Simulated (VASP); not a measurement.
Here is a VASP 6.6.1 calculation.

File INCAR:

```
SYSTEM = Au
PREC = Accurate
ENCUT = 600
EDIFF = 1E-6
ISMEAR = 1
SIGMA = 0.05
LREAL = .FALSE.
LASPH = .TRUE.
NELM = 80
ALGO = Normal
ISIF = 3
LWAVE = .FALSE.
LCHARG = .FALSE.
GGA = PE
IBRION = 2
NSW = 80
EDIFFG = -0.03
```

File KPOINTS:

```
regular mesh
0
G
  8 8 8
  0 0 0
```

Contents of POSCAR:

```
Au
1.0
    0.0000000000      2.8000000000      2.8000000000
    2.8000000000      0.0000000000      2.8000000000
    2.8000000000      2.8000000000      0.0000000000
Au
2
Direct
    0.0000000000      0.0000000000      0.0000000000
    0.2500000000      0.2500000000      0.2500000000
```

Potentials or basis: VASP PAW PBE potentials, release 64 (Au).

Command:

```bash
$ cat potpaw_PBE.64/Au/POTCAR > POTCAR
$ mpirun -np 1 vasp_std > vasp.out
```

**Question.** Estimate the relaxed cell.

**Answer.** a = 4.352 Å, b = 4.352 Å, c = 4.352 Å, α = 60.00°, β = 60.00°, γ = 60.00°.

**Question.** Predict the band gap on the k mesh.

**Answer.** Zero (band 11 reaches 3.05 eV, above the bottom of band 12 at 2.41 eV).

**Question.** What does it give for the space group after relaxing (to 0.05 Å)?

**Answer.** Fd-3m (No. 227).

**Question.** Estimate the relaxed volume.

**Answer.** 29.15 Å³/atom.

The path:
| step | energy change (eV) | largest force (eV/Å) | pressure (GPa) | volume (Å³) |
| --- | --- | --- | --- | --- |
| 1 | 0.0000 | 0.0000 | 34.26 | 43.90 |
| 2 | -0.4391 | 0.0000 | -6.65 | 81.00 |
| 3 | -1.1163 | 0.0000 | -0.67 | 59.09 |
| 4 | -1.1176 | 0.0000 | -0.31 | 58.66 |
| 5 | -1.1180 | 0.0000 | -0.02 | 58.30 |

Caveat: the volume moved by over 15 % at a fixed basis, so the end points are rough; spin-orbit coupling is left out, which moves the levels of the heavy elements.
